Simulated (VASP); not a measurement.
Wanted: the native input for a VASP 6.6.1 run.

```yaml
Task: single point
Functional: LDA
Potentials_or_basis: VASP PAW LDA potentials, release 64 (Au)
Cutoff: 520 eV
k_mesh: 11 × 11 × 11
Occupations: fermi-dirac, width 0.05 eV
Spin: no spin polarisation
Dipole_correction: no
Further_INCAR_settings: ALGO = Normal; EDIFF = 1e-06; NBANDS = 12
```

The structure of Au lies in POSCAR:

```
Au
1.0
    0.0000000000      2.0350000000      2.0350000000
    2.0350000000      0.0000000000      2.0350000000
    2.0350000000      2.0350000000      0.0000000000
Au
1
Direct
    0.0000000000      0.0000000000      0.0000000000
```

These files were run (other wordings do the same):

INCAR

```
PREC     = Accurate       # precision mode
ENCUT    = 520            # plane-wave cutoff, eV
EDIFF    = 1E-6           # SCF threshold, eV
ISMEAR   = -1             # smearing method
SIGMA    = 0.05           # smearing width, eV
LREAL    = F              # projectors in reciprocal space
LASPH    = T              # aspherical terms in the spheres
NELM     = 100            # most SCF steps
ALGO     = Normal         # electronic algorithm
ISIF     = 2              # what is computed and relaxed
LWAVE    = F              # write WAVECAR
LCHARG   = T              # write CHGCAR
GGA      = CA             # functional
LELF     = T              # ELF
LVHAR    = T            
NBANDS   = 12             # bands
```

KPOINTS

```
regular mesh
0
Gamma
  11 11 11
```

Potentials or basis: VASP PAW LDA potentials, release 64 (Au).

Run with:

```bash
$ cat potpaw_LDA.64/Au/POTCAR > POTCAR
$ mpirun -np 1 vasp_std > vasp.out
```

Results of the run:

The pressure is -2.6 GPa and the band gap on the k mesh is zero (an odd number of electrons rules out a gap without spin polarisation).

Caveat: spin-orbit coupling is left out, which moves the levels of the heavy elements.

Wall time 8.6 s on 1 thread of Intel(R) Xeon(R) Platinum 8488C (Sapphire Rapids) (shared host), peak memory 0.14 GiB.
